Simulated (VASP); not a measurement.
Write the native input for VASP 6.6.1 that does the following.

```yaml
Task: single point
Functional: PBE
Potentials_or_basis: VASP PAW PBE potentials, release 64 (Ni, O)
Cutoff: 520 eV
k_mesh: 10 × 10 × 8
Occupations: gaussian, width 0.1 eV
Spin: collinear spin
Starting_moments: "[1.01, 0.0, 0.0, 0.0, 0.0, 0.46] μB"
Dipole_correction: no
Further_INCAR_settings: ALGO = Normal; EDIFF = 1e-07; NBANDS = 33
```

The structure of NiO5 lies in POSCAR:

```
NiO5
1.0
    1.7532945419     -4.9468753150      0.0000000000
    1.7532945419      4.9468753150      0.0000000000
    0.0000000000      0.0000000000      3.9701895698
Ni O
1 5
Direct
    0.5000000000      0.5000000000      0.0000000000
    0.6761614877      0.3238385123      0.3431419394
    0.3238385123      0.6761614877      0.3431419394
    0.3238385123      0.6761614877      0.6568580606
    0.6761614877      0.3238385123      0.6568580606
    0.0000000000      0.0000000000      0.0000000000
```

The cell was built from a structure type or drawn by symmetry, and may not be a known phase.

One way to write it, as run:

INCAR

```
SYSTEM = NiO5
ALGO = Normal
EDIFF = 1E-7
ENCUT = 520
GGA = PE
ISIF = 2
ISMEAR = 0
ISPIN = 2
LASPH = .TRUE.
LCHARG = .TRUE.
LELF = .TRUE.
LMAXMIX = 4
LORBIT = 11
LREAL = .FALSE.
LVHAR = .TRUE.
LWAVE = .FALSE.
MAGMOM = 1.01 0 0 0 0 0.46
NBANDS = 33
NELM = 150
PREC = Accurate
SIGMA = 0.1
```

KPOINTS

```
k-points
0
G
  10 10 8
  0 0 0
```

Potentials or basis: VASP PAW PBE potentials, release 64 (Ni, O).

The run is started by

```sh
$ cat potpaw_PBE.64/Ni/POTCAR potpaw_PBE.64/O/POTCAR > POTCAR
$ mpirun -np 1 vasp_std > vasp.out
```

Results of the run:

| Quantity | Value |
| --- | --- |
| Pressure | 1.5 GPa |
| Largest force | 0.849 eV/Å |
| Net moment | 1.58 μB per cell |
| Site moments | Ni +0.98; O +0.01, +0.45 (each value once) μB |
| Valence electrons inside the program's atomic spheres | Ni 9.19; O 4.91, 4.95 (each value once) |

Caveat: the standard files for N, O and F lose accuracy on very short bonds; a cell with one magnetic atom can't hold antiferromagnetic order, which such compounds often take.

It took 11 min on 1 thread of AMD EPYC 9R45 96-Core Processor (Zen 5), on a shared host, peak memory 0.57 GiB.
